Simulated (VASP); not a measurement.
# Cu2O (Pn-3m) in VASP: electric field gradients with LDA

Aim: the electric field gradients of Cu2O with LDA.

All numbers are computed with VASP 6.6.1; they aren't measurements. Logs are shortened: lines on timing, memory, paths and dates and some standing lists are left out, and cuts for length are marked.

**1. The cell of the first run**

Symmetry: Pn-3m, No. 224, cubic system. Conventional cell: a = 4.260 Å, b = 4.260 Å, c = 4.260 Å, α = 90.00°, β = 90.00°, γ = 90.00°. Within 2.4 Å of Cu (site symmetry -3m) lie 2 O at 1.84 Å. O (site symmetry -43m) has 4 Cu at 1.84 Å within 2.4 Å.

**2. Electric field gradients, LDA**

Input file INCAR:

```
PREC = Accurate
ENCUT = 610
EDIFF = 1E-8
ISMEAR = -1
SIGMA = 0.02
LREAL = False
LASPH = True
NELM = 120
ALGO = Normal
ISIF = 2
LWAVE = False
LCHARG = False
GGA = CA
LEFG = True
NBANDS = 53
GGA_COMPAT = False
```

Input file KPOINTS:

```
Automatic mesh
0
Gamma
  7 7 7
```

Input file POSCAR:

```
Cu2O
1.0
    4.2600000000      0.0000000000      0.0000000000
    0.0000000000      4.2600000000      0.0000000000
    0.0000000000      0.0000000000      4.2600000000
Cu O
4 2
Direct
    0.2500000000      0.2500000000      0.2500000000
    0.2500000000      0.7500000000      0.7500000000
    0.7500000000      0.7500000000      0.2500000000
    0.7500000000      0.2500000000      0.7500000000
    0.0000000000      0.0000000000      0.0000000000
    0.5000000000      0.5000000000      0.5000000000
```

Potentials or basis: VASP PAW LDA potentials, release 64 (Cu_sv_GW, O).

Started as:

```
$ cat potpaw_LDA.64/Cu_sv_GW/POTCAR potpaw_LDA.64/O/POTCAR > POTCAR
$ mpirun -np 1 vasp_std > vasp.out
```

OUTCAR:

```text
PREC = Accurate
   ENCUT = 610
   EDIFF = 1E-8
   ISMEAR = -1
   LREAL = False
   LASPH = True
   NELM = 120
   ISIF = 2
   GGA = CA

 ion  position               nearest neighbor table
   1  0.250  0.250  0.250-   5 1.84   6 1.84
   2  0.250  0.750  0.750-   5 1.84   6 1.84
   3  0.750  0.750  0.250-   5 1.84   6 1.84
   4  0.750  0.250  0.750-   5 1.84   6 1.84
   5  0.000  0.000  0.000-   1 1.84   2 1.84   3 1.84   4 1.84
   6  0.500  0.500  0.500-   1 1.84   2 1.84   3 1.84   4 1.84

  LATTYP: Found a simple cubic cell.
 ALAT       =     4.2600000000

  Lattice vectors:

 A1 = (   4.2600000000,   0.0000000000,   0.0000000000)
 A2 = (   0.0000000000,   4.2600000000,   0.0000000000)
 A3 = (   0.0000000000,   0.0000000000,   4.2600000000)

Analysis of symmetry for initial positions (statically):
=====================================================================
 Subroutine PRICEL returns:
 Original cell was already a primitive cell.

 Routine SETGRP: Setting up the symmetry group for a
 simple cubic supercell.

 Subroutine GETGRP returns: Found 48 space group operations
 (whereof 24 operations were pure point group operations)
 out of a pool of 48 trial point group operations.

The static configuration has the point symmetry T_d .
 The point group associated with its full space group is O_h .

Analysis of symmetry for dynamics (positions and initial velocities):
=====================================================================
 Subroutine PRICEL returns:
 Original cell was already a primitive cell.

 Routine SETGRP: Setting up the symmetry group for a
 simple cubic supercell.

 Subroutine GETGRP returns: Found 48 space group operations
 (whereof 24 operations were pure point group operations)
 out of a pool of 48 trial point group operations.

The dynamic configuration has the point symmetry T_d .
 The point group associated with its full space group is O_h .

 Subroutine INISYM returns: Found 48 space group operations
 (whereof 24 operations are pure point group operations),
 and found     1 'primitive' translations

----------------------------------------------------------------------------------------

                                     Primitive cell

  volume of cell :      77.3088

  direct lattice vectors                    reciprocal lattice vectors
     4.260000000  0.000000000  0.000000000     0.234741784  0.000000000  0.000000000
     0.000000000  4.260000000  0.000000000     0.000000000  0.234741784  0.000000000
     0.000000000  0.000000000  4.260000000     0.000000000  0.000000000  0.234741784

  length of vectors
     4.260000000  4.260000000  4.260000000     0.234741784  0.234741784  0.234741784

  position of ions in fractional coordinates (direct lattice)
     0.250000000  0.250000000  0.250000000
     0.250000000  0.750000000  0.750000000
     0.750000000  0.750000000  0.250000000
     0.750000000  0.250000000  0.750000000
     0.000000000  0.000000000  0.000000000
     0.500000000  0.500000000  0.500000000

  ion indices of the primitive-cell ions
   primitive index   ion index
                 1           1
                 2           2
                 3           3
                 4           4
                 5           5
                 6           6

----------------------------------------------------------------------------------------

 KPOINTS: Automatic mesh

Automatic generation of k-mesh.
 Grid dimensions read from file:
 generate k-points for:    7    7    7

 Generating k-lattice:

[... 46 lines left out ...]
 SYSTEM =  unknown system
   PREC   = accura    normal or accurate (medium, high low for compatibility)
   ISTART =      0    job   : 0-new  1-cont  2-samecut
   ICHARG =      2    charge: 1-file 2-atom 10-const
   ISPIN  =      1    spin polarized calculation?
   LNONCOLLINEAR =      F non collinear calculations
   LSORBIT =      F    spin-orbit coupling
   LASPH  =      T    aspherical Exc in radial PAW
   ENCUT  =  610.0 eV  44.83 Ry    6.70 a.u.   8.58  8.58  8.58*2*pi/ulx,y,z
   NELM   =    120;   NELMIN=  2; NELMDL= -5     # of ELM steps
   EDIFF  = 0.1E-07   stopping-criterion for ELM
   LREAL  =      F    real-space projection
   EDIFFG = 0.1E-06   stopping-criterion for IOM
   NSW    =      0    number of steps for IOM
   IBRION =     -1    ionic relax: 0-MD 1-quasi-New 2-CG
   NFREE  =      0    steps in history (QN), initial steepest desc. (CG)
   ISIF   =      2    stress and relaxation
   ISYM   =      2    0-nonsym 1-usesym 2-fastsym
   POTIM  = 0.5000    time-step for ionic-motion
   TEBEG  =    0.0;   TEEND  =   0.0 temperature during run
   PSTRESS=    0.0 pullay stress
   NELECT =      88.0000    total number of electrons
   NUPDOWN=      -1.0000    fix difference up-down
   EMIN   =  10.00;   EMAX   =-10.00  energy-range for DOS
   EFERMI =   0.00;   METHOD = LEGACY
   ISMEAR =    -1;   SIGMA  =   0.02  broadening in eV -4-tet -1-fermi 0-gaus
   EFERMI_NEDOS =   21; number of points for ismear=-14 and -15
   IALGO  =     38    algorithm
   IMIX   =      4    mixing-type and parameters
     AMIX     =   0.40;   BMIX     =  1.00
     AMIX_MAG =   1.60;   BMIX_MAG =  1.00
  volume/ion in A,a.u.               =      12.88        86.95
  Fermi-wavevector in a.u.,A,eV,Ry     =   1.709331  3.230167 39.753664  2.921812
  Thomas-Fermi vector in A             =   2.787834
   LORBIT       =      0    0 simple, 1 ext, 2 COOP (PROOUT), +10 PAW based schemes
   GGA     = CA    functional components
   LHFCALC =     F    Hartree Fock is set to
   AEXX    =    0.0000 exact exchange contribution
   IVDW    =     0    specifies the selected vdW correction
   LEPSILON=     F    determine dielectric tensor
   LRPA    =     F    only Hartree local field effects (RPA)
 non-spin polarized calculation
  energy-cutoff  :      610.00
  volume of cell :       77.31
 maximum number of plane-waves:      2657
 NGX is ok and might be reduce to    36
   NGX = 17   NGY = 17   NGZ = 17

 number of electron      88.0000004 magnetization

 Free energy of the ion-electron system (eV)
  ---------------------------------------------------
  ext. energy  EPLUGINS =         0.00000000
  ---------------------------------------------------
  free energy    TOTEN  =       -33.01685267 eV

  energy without entropy =      -33.01685266  energy(sigma->0) =      -33.01685266

 E-fermi :   4.6524     XC(G=0): -11.9400

 val. band max:        4.3665762436   @ k =   0.0000   0.0000   0.0000
 cond. band min:       4.9105736961   @ k =   0.0000   0.0000   0.0000
 fundamental gap:      0.5439974525
 Fermi energy:         4.6523512022

 k-point     1 :       0.0000    0.0000    0.0000
  band No.  band energies     occupation
      1    -106.5873      2.00000
      2    -106.5860      2.00000
      3    -106.5860      2.00000
      4    -106.5860      2.00000
      5     -64.7449      2.00000
      6     -64.7299      2.00000
[... 1109 lines left out ...]
     52      12.4071      0.00000
     53      17.8656      0.00000

------------------------ aborting loop because EDIFF is reached ----------------------------------------

  FORCE on cell =-STRESS in cart. coord.  units (eV):
  Direction    XX          YY          ZZ          XY          YZ          ZX
  --------------------------------------------------------------------------------------
  -------------------------------------------------------------------------------------
  Total       -5.0593549     -5.0593549     -5.0593549      0.0000000      0.0000000      0.0000000
  in kB     -104.8520510   -104.8520510   -104.8520510      0.0000000      0.0000000      0.0000000
  external PRESSURE =    -104.8520510 kB  Pullay stress =       0.0000000 kB

 VOLUME and BASIS-vectors are now :
 -----------------------------------------------------------------------------
  energy-cutoff  :      610.00
  volume of cell :       77.31
      direct lattice vectors                 reciprocal lattice vectors
     4.260000000  0.000000000  0.000000000     0.234741784  0.000000000  0.000000000
     0.000000000  4.260000000  0.000000000     0.000000000  0.234741784  0.000000000
     0.000000000  0.000000000  4.260000000     0.000000000  0.000000000  0.234741784

 POSITION                                       TOTAL-FORCE (eV/Angst)
 -----------------------------------------------------------------------------------
      1.06500      1.06500      1.06500        -0.000000     -0.000000      0.000000
      1.06500      3.19500      3.19500         0.000000     -0.000000     -0.000000
      3.19500      3.19500      1.06500         0.000000      0.000000      0.000000
      3.19500      1.06500      3.19500        -0.000000      0.000000      0.000000
      0.00000      0.00000      0.00000        -0.000000     -0.000000     -0.000000
      2.13000      2.13000      2.13000        -0.000000     -0.000000     -0.000000
 -----------------------------------------------------------------------------------
    total drift:                                0.000000      0.000000      0.000000

  FREE ENERGIE OF THE ION-ELECTRON SYSTEM (eV)
  ---------------------------------------------------
  free  energy   TOTEN  =       -33.0168526664 eV

  energy  without entropy=      -33.0168526578  energy(sigma->0) =      -33.01685266

 Electric field gradients (V/A^2)
---------------------------------------------------------------------
 ion       V_xx      V_yy      V_zz      V_xy      V_xz      V_yz
---------------------------------------------------------------------
   1      -0.000    -0.000     0.000   -25.558   -25.558   -25.558
   2      -0.000    -0.000     0.000    25.558    25.558   -25.558
   3      -0.000    -0.000     0.000   -25.558    25.558    25.558
   4      -0.000    -0.000     0.000    25.558   -25.558    25.558
   5      -0.000    -0.000    -0.000    -0.000     0.000    -0.000
   6      -0.000    -0.000    -0.000     0.000     0.000     0.000
---------------------------------------------------------------------

 Electric field gradients after diagonalization (V/A^2)
 (convention: |V_zz| > |V_xx| > |V_yy|)
----------------------------------------------------------------------
 ion       V_xx      V_yy      V_zz     asymmetry (V_yy - V_xx)/ V_zz
----------------------------------------------------------------------
   1      25.558    25.558   -51.115       0.000
   2      25.558    25.558   -51.115       0.000
   3      25.558    25.558   -51.115       0.000
   4      25.558    25.558   -51.115       0.000
   5      -0.000    -0.000    -0.000      -0.127
   6      -0.000    -0.000    -0.000      -0.562
----------------------------------------------------------------------

           NMR quadrupolar parameters

 Cq : quadrupolar parameter    Cq=e*Q*V_zz/h
 eta: asymmetry parameters     (V_yy - V_xx)/ V_zz
 Q  : nuclear electric quadrupole moment in mb (millibarn)
----------------------------------------------------------------------
 ion       Cq(MHz)       eta       Q (mb)
----------------------------------------------------------------------
   1      -0.124       0.000       1.000
   2      -0.124       0.000       1.000
   3      -0.124       0.000       1.000
   4      -0.124       0.000       1.000
   5      -0.000      -0.127       1.000
   6      -0.000      -0.562       1.000
----------------------------------------------------------------------
```

It took 2 min on 1 thread of AMD EPYC 7R13 (Zen 3), shared host; peak memory 0.19 GiB.

Results:

* Free energy: -33.0169 eV
* Pressure: -10.5 GPa
* Band gap on the k mesh: 0.54 eV
* Largest electric field gradient by atom: Cu -51.1; O -0.0 V/Å²

Electric field gradients, principal values (V/Å²):
```
atom   least  middle  greatest (by size)
1 Cu  25.558  25.558             -51.115
2 Cu  25.558  25.558             -51.115
3 Cu  25.558  25.558             -51.115
4 Cu  25.558  25.558             -51.115
 5 O   0.000   0.000               0.000
 6 O   0.000   0.000               0.000
```

Caveat: the cell stands under tension; semilocal functionals underestimate gaps, and a narrow one can read as zero; without QUAD_EFG the Cq values of the log hold for a quadrupole moment of 1 mb, not for the nuclei; an odd mesh through Γ misses points on the zone boundary, where band edges can lie.
